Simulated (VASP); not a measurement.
Runs of VASP 6.6.1 on Pb. The structure is that of space group C2/m (No. 12), or close to it. The cells are those of the table. 

```tsv
cell	k mesh	gap on the mesh (eV)	pressure (GPa)	largest force (eV/Å)
a = 3.688, b = 3.688, c = 11.572 Å, angles 81.4, 81.4, 56.1°, 4 atoms	6 × 6 × 2	none	(a)	0.03
a = 6.208, b = 4.946, c = 4.980 Å, angles 90.0, 67.0, 111.7°, 4 atoms	4 × 4 × 4	none	0.0	0.01
a = 3.703, b = 3.703, c = 11.499 Å, angles 81.5, 81.5, 55.7°, 4 atoms	6 × 6 × 2	none	-0.1	-
a = 4.194, b = 4.194, c = 9.541 Å, angles 100.4, 100.4, 61.6°, 4 atoms	6 × 6 × 2	none	(b)	43.56
```

Alike in all rows: task single point; level PBE; potentials or basis VASP PAW PBE potentials, release 64 (Pb_d); no spin polarisation; cutoff (eV) 520; smearing gaussian 0.1 eV.

**Question.** Estimate the missing entries.

**Answer.** (a) -0.2; (b) 57.5.

Caveats: spin-orbit coupling is left out, which moves the levels of the heavy elements; forces of over 1 eV/Å act on the atoms, so gaps and moduli don't describe the material at rest (some runs).

A k mesh can miss the band edges, and the runs leave out spin-orbit coupling on Pb.

A gap of «none» marks levels without a gap at the run's occupations.
